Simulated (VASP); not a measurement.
# Bi in VASP: notebook

Runs on Bi. Level: PBE. Tasks: single point.

Everything below comes from runs of VASP 6.6.1. Logs are shortened: lines on timing, memory, paths and dates and some standing lists are left out, and cuts for length are marked.

## (1) The cell of the first run

The cell holds a slab with vacuum, 2 atoms: a = 4.279 Å, b = 4.279 Å, c = 28.000 Å, α = 90.00°, β = 90.00°, γ = 120.00°.

## (2) Single point, PBE

INCAR reads:

```
SYSTEM = Bi
ALGO = Normal
DIPOL = 0.5 0.5 0.500
EDIFF = 1E-6
ENCUT = 520
GGA = PE
IDIPOL = 3
ISIF = 2
ISMEAR = 0
LASPH = .TRUE.
LCHARG = .FALSE.
LDIPOL = .TRUE.
LREAL = .FALSE.
LWAVE = .FALSE.
NBANDS = 22
NELM = 60
PREC = Accurate
SIGMA = 0.02
```

KPOINTS reads:

```
k-points
0
G
  9 9 1
  0 0 0
```

POSCAR reads:

```
Bi
1.0
    4.2790000000      0.0000000000      0.0000000000
   -2.1395000000      3.7057227028      0.0000000000
    0.0000000000      0.0000000000     28.0000000000
Bi
2
Direct
    0.3333333333      0.6666666667      0.5066071429
    0.6666666667      0.3333333333      0.4933928571
```

Potentials or basis: VASP PAW PBE potentials, release 64 (Bi_d).

On the command line:

```
> cat potpaw_PBE.64/Bi_d/POTCAR > POTCAR
> mpirun -np 1 vasp_std > vasp.out
```

OUTCAR:

```text
SYSTEM = Bi
   EDIFF = 1E-6
   ENCUT = 520
   GGA = PE
   ISIF = 2
   ISMEAR = 0
   LASPH = .TRUE.
   LREAL = .FALSE.
   NELM = 60
   PREC = Accurate

 ion  position               nearest neighbor table
   1  0.333  0.667  0.507-   2 2.50   2 2.50   2 2.50
   2  0.667  0.333  0.493-   1 2.50   1 2.50   1 2.50

  LATTYP: Found a hexagonal cell.
 ALAT       =     4.2790000000
 C/A-ratio  =     6.5435849498

  Lattice vectors:

 A1 = (   4.2790000000,   0.0000000000,   0.0000000000)
 A2 = (  -2.1395000000,   3.7057227028,   0.0000000000)
 A3 = (   0.0000000000,   0.0000000000,  28.0000000000)

Analysis of symmetry for initial positions (statically):
=====================================================================
 Subroutine PRICEL returns:
 Original cell was already a primitive cell.

 Routine SETGRP: Setting up the symmetry group for a
 hexagonal supercell.

 Subroutine GETGRP returns: Found 12 space group operations
 (whereof 12 operations were pure point group operations)
 out of a pool of 24 trial point group operations.

The static configuration has the point symmetry D_3d.

Analysis of symmetry for dynamics (positions and initial velocities):
=====================================================================
 Subroutine PRICEL returns:
 Original cell was already a primitive cell.

 Routine SETGRP: Setting up the symmetry group for a
 hexagonal supercell.

 Subroutine GETGRP returns: Found 12 space group operations
 (whereof 12 operations were pure point group operations)
 out of a pool of 24 trial point group operations.

The dynamic configuration has the point symmetry D_3d.

 Subroutine INISYM returns: Found 12 space group operations
 (whereof 12 operations are pure point group operations),
 and found     1 'primitive' translations

----------------------------------------------------------------------------------------

                                     Primitive cell

  volume of cell :     443.9900

  direct lattice vectors                    reciprocal lattice vectors
     4.279000000  0.000000000  0.000000000     0.233699462  0.134926448  0.000000000
    -2.139500000  3.705722703  0.000000000     0.000000000  0.269852895  0.000000000
     0.000000000  0.000000000 28.000000000     0.000000000  0.000000000  0.035714286

  length of vectors
     4.279000000  4.279000000 28.000000000     0.269852895  0.269852895  0.035714286

  position of ions in fractional coordinates (direct lattice)
[... 62 lines left out ...]
   LSORBIT =      F    spin-orbit coupling
   LASPH  =      T    aspherical Exc in radial PAW
   ENCUT  =  520.0 eV  38.22 Ry    6.18 a.u.   7.96  7.96 52.06*2*pi/ulx,y,z
   NELM   =     60;   NELMIN=  2; NELMDL= -5     # of ELM steps
   EDIFF  = 0.1E-05   stopping-criterion for ELM
   LREAL  =      F    real-space projection
[... 7 lines left out ...]
   TEBEG  =    0.0;   TEEND  =   0.0 temperature during run
   PSTRESS=    0.0 pullay stress
   NELECT =      30.0000    total number of electrons
   NUPDOWN=      -1.0000    fix difference up-down
   EMIN   =  10.00;   EMAX   =-10.00  energy-range for DOS
   EFERMI =   0.00;   METHOD = LEGACY
   ISMEAR =     0;   SIGMA  =   0.02  broadening in eV -4-tet -1-fermi 0-gaus
   EFERMI_NEDOS =   21; number of points for ismear=-14 and -15
   IALGO  =     38    algorithm
   IMIX   =      4    mixing-type and parameters
     AMIX     =   0.40;   BMIX     =  1.00
     AMIX_MAG =   1.60;   BMIX_MAG =  1.00
  volume/ion in A,a.u.               =     222.00      1498.10
  Fermi-wavevector in a.u.,A,eV,Ry     =   0.666793  1.260055  6.049320  0.444613
  Thomas-Fermi vector in A             =   1.741203
   LORBIT       =      0    0 simple, 1 ext, 2 COOP (PROOUT), +10 PAW based schemes
   GGA     = PE    functional components
   LHFCALC =     F    Hartree Fock is set to
   AEXX    =    0.0000 exact exchange contribution
   IVDW    =     0    specifies the selected vdW correction
   LEPSILON=     F    determine dielectric tensor
   LRPA    =     F    only Hartree local field effects (RPA)
 non-spin polarized calculation
 Gauss-broadening in eV      SIGMA  =   0.02
  energy-cutoff  :      520.00
  volume of cell :      443.99
 maximum number of plane-waves:     12042
 NGX is ok and might be reduce to    32
   NGX = 15   NGY = 15   NGZ =105

 number of electron      30.0000008 magnetization

 dipolmoment           0.000000      0.000000     -0.000000 electrons x Angstroem

 Free energy of the ion-electron system (eV)
  ---------------------------------------------------
  ext. energy  EPLUGINS =         0.00000000
  ---------------------------------------------------
  free energy    TOTEN  =        -2.35841779 eV

  energy without entropy =       -2.35647375  energy(sigma->0) =       -2.35744577

 E-fermi :  -2.1335     XC(G=0):  -1.7799

 val. band max:       -2.1347703613   @ k =   0.2222   0.1111   0.0000
 cond. band min:      -1.9354138033   @ k =   0.2222   0.2222   0.0000
 fundamental gap:      0.1993565580
 Fermi energy:        -2.1335432900

 k-point     1 :       0.0000    0.0000    0.0000
  band No.  band energies     occupation
      1     -26.3476      2.00000
      2     -26.3476      2.00000
      3     -26.1477      2.00000
      4     -26.0118      2.00000
      5     -26.0118      2.00000
      6     -25.4206      2.00000
[... 289 lines left out ...]
     21       3.5234      0.00000
     22       4.7995      0.00000

------------------------ aborting loop because EDIFF is reached ----------------------------------------

 vacuum level on the upper side and lower side of the slab       (xc-potential included)        -0.006        -0.006

  FORCE on cell =-STRESS in cart. coord.  units (eV):
  Direction    XX          YY          ZZ          XY          YZ          ZX
  --------------------------------------------------------------------------------------
  -------------------------------------------------------------------------------------
  Total       26.3273144     26.3273144      1.0723689      0.0000000      0.0000000      0.0000000
  in kB       95.0044409     95.0044409      3.8697380      0.0000000      0.0000000      0.0000000
  external PRESSURE =      64.6262066 kB  Pullay stress =       0.0000000 kB

 VOLUME and BASIS-vectors are now :
 -----------------------------------------------------------------------------
  energy-cutoff  :      520.00
  volume of cell :      443.99
      direct lattice vectors                 reciprocal lattice vectors
     4.279000000  0.000000000  0.000000000     0.233699462  0.134926448  0.000000000
    -2.139500000  3.705722703  0.000000000     0.000000000  0.269852895  0.000000000
     0.000000000  0.000000000 28.000000000     0.000000000  0.000000000  0.035714286

 POSITION                                       TOTAL-FORCE (eV/Angst)
 -----------------------------------------------------------------------------------
     -0.00000      2.47048     14.18500        -0.000000     -0.000000      2.991260
      2.13950      1.23524     13.81500         0.000000      0.000000     -2.991260
 -----------------------------------------------------------------------------------
    total drift:                               -0.000000      0.000000     -0.000000

  FREE ENERGIE OF THE ION-ELECTRON SYSTEM (eV)
  ---------------------------------------------------
  free  energy   TOTEN  =        -2.3584177930 eV

  energy  without entropy=       -2.3564737466  energy(sigma->0) =       -2.35744577

 vacuum level on the upper side and lower side of the slab         1.659         1.659
```

It took 4.2 min on 1 thread of Intel Xeon 8259CL, shared host; peak memory 0.51 GiB.

Results:

| Quantity | Value |
| --- | --- |
| Free energy | -2.3584 eV |
| Largest force | 2.991 eV/Å |
| Band gap on the k mesh | zero (bands 15 and 16 overlap by 0.47 eV) |

Forces in eV/Å, atoms in the order of the input:
```
Bi   0.000  0.000  2.991
Bi   0.000  0.000 -2.991
```

Levels at points of the mesh, in eV from the Fermi level:
| k point | band 11 | band 12 | band 13 | band 14 | band 15 | band 16 | band 17 | band 18 | band 19 | band 20 |
| --- | --- | --- | --- | --- | --- | --- | --- | --- | --- | --- |
| (0.00, 0.00, 0.00) | -15.48 | -5.79 | -3.46 | -2.65 | -2.65 | 1.89 | 2.38 | 2.38 | 3.46 | 3.79 |

Caveat: spin-orbit coupling is left out, which moves the levels of the heavy elements.

## (3) Single point, PBE

INCAR reads:

```
ALGO = Normal
DIPOL = 0.5 0.5 0.500
EDIFF = 1E-6
ENCUT = 520
GGA = PE
IDIPOL = 3
ISIF = 2
ISMEAR = 0
LASPH = T
LCHARG = F
LDIPOL = T
LREAL = F
LWAVE = F
NBANDS = 22
NELM = 100
PREC = Accurate
SIGMA = 0.02
```

KPOINTS reads:

```
k-points
0
Gamma
  9 9 1
```

POSCAR reads:

```
Bi
1.0
    4.2790000000      0.0000000000      0.0000000000
   -2.1395000000      3.7057227028      0.0000000000
    0.0000000000      0.0000000000     28.0000000000
Bi
2
Direct
    0.3333333333      0.6666666667      0.5198035714
    0.6666666667      0.3333333333      0.4801964286
```

Potentials or basis: VASP PAW PBE potentials, release 64 (Bi_d).

On the command line:

```
> cat potpaw_PBE.64/Bi_d/POTCAR > POTCAR
> mpirun -np 1 vasp_std > vasp.out
```

OUTCAR:

```text
EDIFF = 1E-6
   ENCUT = 520
   GGA = PE
   ISIF = 2
   ISMEAR = 0
   LASPH = T
   LREAL = F
   NELM = 100
   PREC = Accurate

 ion  position               nearest neighbor table
   1  0.333  0.667  0.520-   2 2.71   2 2.71   2 2.71
   2  0.667  0.333  0.480-   1 2.71   1 2.71   1 2.71

  LATTYP: Found a hexagonal cell.
 ALAT       =     4.2790000000
 C/A-ratio  =     6.5435849498

  Lattice vectors:

 A1 = (   4.2790000000,   0.0000000000,   0.0000000000)
 A2 = (  -2.1395000000,   3.7057227028,   0.0000000000)
 A3 = (   0.0000000000,   0.0000000000,  28.0000000000)

Analysis of symmetry for initial positions (statically):
=====================================================================
 Subroutine PRICEL returns:
 Original cell was already a primitive cell.

 Routine SETGRP: Setting up the symmetry group for a
 hexagonal supercell.

 Subroutine GETGRP returns: Found 12 space group operations
 (whereof 12 operations were pure point group operations)
 out of a pool of 24 trial point group operations.

The static configuration has the point symmetry D_3d.

Analysis of symmetry for dynamics (positions and initial velocities):
=====================================================================
 Subroutine PRICEL returns:
 Original cell was already a primitive cell.

 Routine SETGRP: Setting up the symmetry group for a
 hexagonal supercell.

 Subroutine GETGRP returns: Found 12 space group operations
 (whereof 12 operations were pure point group operations)
 out of a pool of 24 trial point group operations.

The dynamic configuration has the point symmetry D_3d.

 Subroutine INISYM returns: Found 12 space group operations
 (whereof 12 operations are pure point group operations),
 and found     1 'primitive' translations

----------------------------------------------------------------------------------------

                                     Primitive cell

  volume of cell :     443.9900

  direct lattice vectors                    reciprocal lattice vectors
     4.279000000  0.000000000  0.000000000     0.233699462  0.134926448  0.000000000
    -2.139500000  3.705722703  0.000000000     0.000000000  0.269852895  0.000000000
     0.000000000  0.000000000 28.000000000     0.000000000  0.000000000  0.035714286

  length of vectors
     4.279000000  4.279000000 28.000000000     0.269852895  0.269852895  0.035714286

  position of ions in fractional coordinates (direct lattice)
     0.333333333  0.666666667  0.519803571
     0.666666667  0.333333333  0.480196429

  ion indices of the primitive-cell ions
   primitive index   ion index
                 1           1
                 2           2

----------------------------------------------------------------------------------------

 KPOINTS: k-points

Automatic generation of k-mesh.
 Grid dimensions read from file:
 generate k-points for:    9    9    1

 Generating k-lattice:

  Cartesian coordinates                     Fractional coordinates (reciprocal lattice)
     0.025966607  0.014991828  0.000000000     0.111111111 -0.000000000  0.000000000
     0.000000000  0.029983655  0.000000000     0.000000000  0.111111111  0.000000000
     0.000000000  0.000000000  0.035714286     0.000000000  0.000000000  1.000000000

  Length of vectors
     0.029983655  0.029983655  0.035714286

  Shift w.r.t. Gamma in fractional coordinates (k-lattice)
     0.000000000  0.000000000  0.000000000

 Subroutine IBZKPT returns following result:
 ===========================================

 Found     12 irreducible k-points:

 Following reciprocal coordinates:
            Coordinates               Weight
  0.000000  0.000000  0.000000      1.000000
  0.111111  0.000000  0.000000      6.000000
  0.222222  0.000000  0.000000      6.000000
  0.333333  0.000000  0.000000      6.000000
  0.444444  0.000000  0.000000      6.000000
  0.111111  0.111111  0.000000      6.000000
  0.222222  0.111111  0.000000     12.000000
  0.333333  0.111111  0.000000     12.000000
  0.444444  0.111111  0.000000      6.000000
  0.222222  0.222222  0.000000      6.000000
  0.333333  0.222222  0.000000     12.000000
  0.333333  0.333333  0.000000      2.000000
   k-points           NKPTS =     12   k-points in BZ     NKDIM =     12   number of bands    NBANDS=     22
   number of dos      NEDOS =    301   number of ions     NIONS =      2
   total plane-waves  NPLWV = 215040
   dimension x,y,z NGX =    32 NGY =   32 NGZ =  210
   dimension x,y,z NGXF=    64 NGYF=   64 NGZF=  420
   ions per type =               2
   NGX,Y,Z   is equivalent  to a cutoff of  12.43, 12.43, 12.47 a.u.
   NGXF,Y,Z  is equivalent  to a cutoff of  24.87, 24.87, 24.94 a.u.
 SYSTEM =  unknown system
   PREC   = accura    normal or accurate (medium, high low for compatibility)
   ISTART =      0    job   : 0-new  1-cont  2-samecut
   ICHARG =      2    charge: 1-file 2-atom 10-const
   ISPIN  =      1    spin polarized calculation?
   LNONCOLLINEAR =      F non collinear calculations
   LSORBIT =      F    spin-orbit coupling
   LASPH  =      T    aspherical Exc in radial PAW
   ENCUT  =  520.0 eV  38.22 Ry    6.18 a.u.   7.96  7.96 52.06*2*pi/ulx,y,z
   NELM   =    100;   NELMIN=  2; NELMDL= -5     # of ELM steps
   EDIFF  = 0.1E-05   stopping-criterion for ELM
   LREAL  =      F    real-space projection
[... 7 lines left out ...]
   TEBEG  =    0.0;   TEEND  =   0.0 temperature during run
   PSTRESS=    0.0 pullay stress
   NELECT =      30.0000    total number of electrons
   NUPDOWN=      -1.0000    fix difference up-down
   EMIN   =  10.00;   EMAX   =-10.00  energy-range for DOS
   EFERMI =   0.00;   METHOD = LEGACY
   ISMEAR =     0;   SIGMA  =   0.02  broadening in eV -4-tet -1-fermi 0-gaus
   EFERMI_NEDOS =   21; number of points for ismear=-14 and -15
   IALGO  =     38    algorithm
   IMIX   =      4    mixing-type and parameters
     AMIX     =   0.40;   BMIX     =  1.00
     AMIX_MAG =   1.60;   BMIX_MAG =  1.00
  volume/ion in A,a.u.               =     222.00      1498.10
  Fermi-wavevector in a.u.,A,eV,Ry     =   0.666793  1.260055  6.049320  0.444613
  Thomas-Fermi vector in A             =   1.741203
   LORBIT       =      0    0 simple, 1 ext, 2 COOP (PROOUT), +10 PAW based schemes
   GGA     = PE    functional components
   LHFCALC =     F    Hartree Fock is set to
   AEXX    =    0.0000 exact exchange contribution
   IVDW    =     0    specifies the selected vdW correction
   LEPSILON=     F    determine dielectric tensor
   LRPA    =     F    only Hartree local field effects (RPA)
 non-spin polarized calculation
 Gauss-broadening in eV      SIGMA  =   0.02
  energy-cutoff  :      520.00
  volume of cell :      443.99
 maximum number of plane-waves:     12042
 NGX is ok and might be reduce to    32
   NGX = 15   NGY = 15   NGZ =105

 dipolmoment           0.000000      0.000000      0.000000 electrons x Angstroem

 number of electron      30.0000002 magnetization

 dipolmoment           0.000000      0.000000     -0.000000 electrons x Angstroem

 Free energy of the ion-electron system (eV)
  ---------------------------------------------------
  ext. energy  EPLUGINS =         0.00000000
  ---------------------------------------------------
  free energy    TOTEN  =        -5.77998588 eV

  energy without entropy =       -5.77998556  energy(sigma->0) =       -5.77998572

 E-fermi :  -2.2017     XC(G=0):  -1.9032

 val. band max:       -2.2602641521   @ k =   0.1111   0.1111   0.0000
 cond. band min:      -2.1443074549   @ k =   0.0000   0.0000   0.0000
 fundamental gap:      0.1159566971
 Fermi energy:        -2.2016540413

 k-point     1 :       0.0000    0.0000    0.0000
  band No.  band energies     occupation
      1     -25.9487      2.00000
      2     -25.9487      2.00000
      3     -25.6681      2.00000
      4     -25.6681      2.00000
      5     -25.4223      2.00000
      6     -25.2823      2.00000
[... 14 lines left out ...]
     21       1.8207      0.00000
     22       2.0925      0.00000
[... 252 lines left out ...]
  band No.  band energies     occupation
      1     -25.9967      2.00000
      2     -25.6587      2.00000
      3     -25.6587      2.00000
      4     -25.4635      2.00000
      5     -25.4635      2.00000
      6     -25.4225      2.00000
[... 14 lines left out ...]
     21       3.6615      0.00000
     22       4.5508      0.00000

------------------------ aborting loop because EDIFF is reached ----------------------------------------

 vacuum level on the upper side and lower side of the slab       (xc-potential included)        -0.007        -0.007

  FORCE on cell =-STRESS in cart. coord.  units (eV):
  Direction    XX          YY          ZZ          XY          YZ          ZX
  --------------------------------------------------------------------------------------
  -------------------------------------------------------------------------------------
  Total        9.7662814      9.7662814      5.2875467     -0.0000000      0.0000000      0.0000000
  in kB       35.2424897     35.2424897     19.0805798     -0.0000000      0.0000000      0.0000000
  external PRESSURE =      29.8551864 kB  Pullay stress =       0.0000000 kB

 VOLUME and BASIS-vectors are now :
 -----------------------------------------------------------------------------
  energy-cutoff  :      520.00
  volume of cell :      443.99
      direct lattice vectors                 reciprocal lattice vectors
     4.279000000  0.000000000  0.000000000     0.233699462  0.134926448  0.000000000
    -2.139500000  3.705722703  0.000000000     0.000000000  0.269852895  0.000000000
     0.000000000  0.000000000 28.000000000     0.000000000  0.000000000  0.035714286

 POSITION                                       TOTAL-FORCE (eV/Angst)
 -----------------------------------------------------------------------------------
     -0.00000      2.47048     14.55450         0.000000     -0.000000      4.797820
      2.13950      1.23524     13.44550        -0.000000      0.000000     -4.797820
 -----------------------------------------------------------------------------------
    total drift:                               -0.000000      0.000000      0.000000

  FREE ENERGIE OF THE ION-ELECTRON SYSTEM (eV)
  ---------------------------------------------------
  free  energy   TOTEN  =        -5.7799858762 eV

  energy  without entropy=       -5.7799855638  energy(sigma->0) =       -5.77998572

 vacuum level on the upper side and lower side of the slab         1.693         1.693
```

stdout:

```text
POSCAR found type information on POSCAR Bi
 POSCAR found :  1 types and       2 ions
 scaLAPACK will be used
 LDA part: xc-table for (Slater+PW92), standard interpolation
 POSCAR, INCAR and KPOINTS ok, starting setup
 FFT: planning ... GRIDC
 FFT: planning ... GRID_SOFT
 FFT: planning ... GRID
 WAVECAR not read
 entering main loop
```

It took 3.6 min on 1 thread of Intel Xeon 8259CL, shared host; peak memory 0.51 GiB.

What came out:

```
Free energy   : -5.7800 eV
Largest force : 4.798 eV/Å
```

Forces in eV/Å, atoms in the order of the input:
```
Bi   0.000  0.000  4.798
Bi   0.000  0.000 -4.798
```

Caveat: spin-orbit coupling is left out, which moves the levels of the heavy elements.
